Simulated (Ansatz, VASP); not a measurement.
## Two plane-wave programs on BiP6

```xyz
7
Lattice="0.0000 4.6318 4.6318 4.6318 0.0000 4.6318 4.6318 4.6318 0.0000" Properties=species:S:1:pos:R:3 pbc="T T T"
Bi    0.0000    0.0000    0.0000
P     2.9131    4.6318    4.6318
P     6.3505    4.6318    4.6318
P     4.6318    2.9131    4.6318
P     4.6318    6.3505    4.6318
P     4.6318    4.6318    2.9131
P     4.6318    4.6318    6.3505
```

Change from the starting cell: ordered vacancies on the cation sites of rhenium trioxide (Fm-3m, No. 225).

Alike in both runs: functional PBE; k mesh 8 × 8 × 8; occupations gaussian, width 0.1 eV; no spin polarisation.

Ansatz relaxed the structure, and its values are those at the end. VASP's run is a single point on that final structure, the one shown.

|  | VASP | Ansatz |
| --- | --- | --- |
| version | VASP 6.6.1 | Ansatz 0.2.0 |
| potentials or method | VASP PAW PBE potentials, release 64 (Bi_d, P), cutoff 520 eV | scalar-relativistic, plane waves, PAW |
| valence electrons in the cell | 45 | 45 |

```csv
,VASP,Ansatz,Ansatz less VASP
gap on the k mesh at the Fermi level (eV),none,none,-
pressure (GPa),-0.2,0.0,+0.15
rms of the force components (eV/Å),0.034,0.000,-0.0341
```

A gap of «none» marks a metal or a gap that the smearing closes. With one functional, cell and mesh, what is left measures potentials, basis and numerics.

Neither program's run includes spin-orbit coupling.
